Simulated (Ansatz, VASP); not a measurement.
Two plane-wave programs on SrTiO3

```
Sr Ti O
1.0
    -2.75550    2.75550    3.93698
     2.75550   -2.75550    3.93698
     2.75550    2.75550   -3.93698
Sr Ti O
2 2 6
Direct
  0.75000 0.25000 0.50000
  0.25000 0.75000 0.50000
  0.00000 0.00000 0.00000
  0.50000 0.50000 0.00000
  0.25000 0.25000 0.00000
  0.75000 0.75000 0.00000
  0.72832 0.22832 0.95665
  0.22832 0.27168 0.50000
  0.27168 0.77168 0.04335
  0.77168 0.72832 0.50000
```

Change from the starting cell: z stretched by +1 %, ions relaxed.

Alike in both runs: functional PBE; k mesh 8 × 8 × 8; occupations fermi-dirac, width 0.02 eV; no spin polarisation.

Ansatz relaxed the structure, and its values are those at the end. VASP's run is a single point on that final structure, the one shown.

```csv
,VASP,Ansatz
version,VASP 6.6.1,Ansatz 0.2.0
potentials or method,"VASP PAW PBE potentials, release 64 (Sr_sv, Ti_sv, O)","plane-wave PAW, scalar-relativistic"
plane-wave cutoff (eV),520,420
valence electrons in the cell,80,80
```

|  | VASP | Ansatz | Ansatz less VASP |
| --- | --- | --- | --- |
| gap on the k mesh at the Fermi level (eV) | 1.94 | 1.97 | +0.030 |
| pressure (GPa) | 3.9 | 3.3 | -0.66 |
| rms of the force components (eV/Å) | 0.006 | 0.008 | +0.0013 |

With one functional, cell and mesh, what is left measures potentials, basis and numerics. Ansatz's warnings: stress scf threshold loose.
